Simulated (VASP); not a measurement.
Here is a VASP 6.6.1 calculation.

Contents of INCAR:

```
SYSTEM = Ga3Se
ALGO     = Normal         ! electronic algorithm
EDIFF    = 1E-6           ! SCF threshold, eV
EDIFFG   = -0.005         ! ionic threshold
ENCUT    = 600            ! plane-wave cutoff, eV
GGA      = PS             ! functional
IBRION   = 2              ! ionic algorithm
ISIF     = 3              ! what is computed and relaxed
ISMEAR   = 0              ! smearing method
IVDW     = 12             ! dispersion correction
LASPH    = .True.         ! aspherical terms in the spheres
LCHARG   = .False.        ! write CHGCAR
LREAL    = .False.        ! projectors in reciprocal space
LWAVE    = .False.        ! write WAVECAR
NELM     = 60             ! most SCF steps
NSW      = 100            ! ionic steps
PREC     = Accurate       ! precision mode
SIGMA    = 0.1            ! smearing width, eV
```

Contents of KPOINTS:

```
k-points
0
Gamma
  10 10 10
  0 0 0
```

The input POSCAR:

```
Ga3Se
1.0
    4.4324650000      0.0000000000      0.0000000000
    0.0000000000      4.4324650000      0.0000000000
    0.0000000000      0.0000000000      4.4324650000
Ga Se
3 1
Direct
    0.0000000000      0.5000000000      0.5000000000
    0.5000000000      0.0000000000      0.5000000000
    0.5000000000      0.5000000000      0.0000000000
    0.0000000000      0.0000000000      0.0000000000
```

Potentials or basis: VASP PAW PBE potentials, release 64 (Ga_d, Se).

The run is started by

```sh
$ cat potpaw_PBE.64/Ga_d/POTCAR potpaw_PBE.64/Se/POTCAR > POTCAR
$ mpirun -np 1 vasp_std > vasp.out
```

Question: Predict the relaxed cell.

Answer: a = 4.226 Å, b = 4.226 Å, c = 4.226 Å, α = 90.00°, β = 90.00°, γ = 90.00°.

Question: Predict the dispersion energy per atom.

Answer: -0.323 eV.

Question: Estimate the space group after relaxing (to 0.1 Å).

Answer: Pm-3m (No. 221).

Question: What does it give for the relaxed volume?

Answer: 18.87 Å³/atom.

Step by step:
| step | energy change (eV) | largest force (eV/Å) | pressure (GPa) | volume (Å³) |
| --- | --- | --- | --- | --- |
| 1 | 0.0000 | 0.0000 | -5.78 | 87.08 |
| 2 | -0.2303 | 0.0000 | -1.56 | 77.56 |
| 3 | -0.2396 | 0.0000 | 0.14 | 75.25 |
| 4 | -0.2398 | 0.0000 | 0.02 | 75.47 |

Caveat: the PAW data sets were made with another functional, which shifts forces and pressure a little.
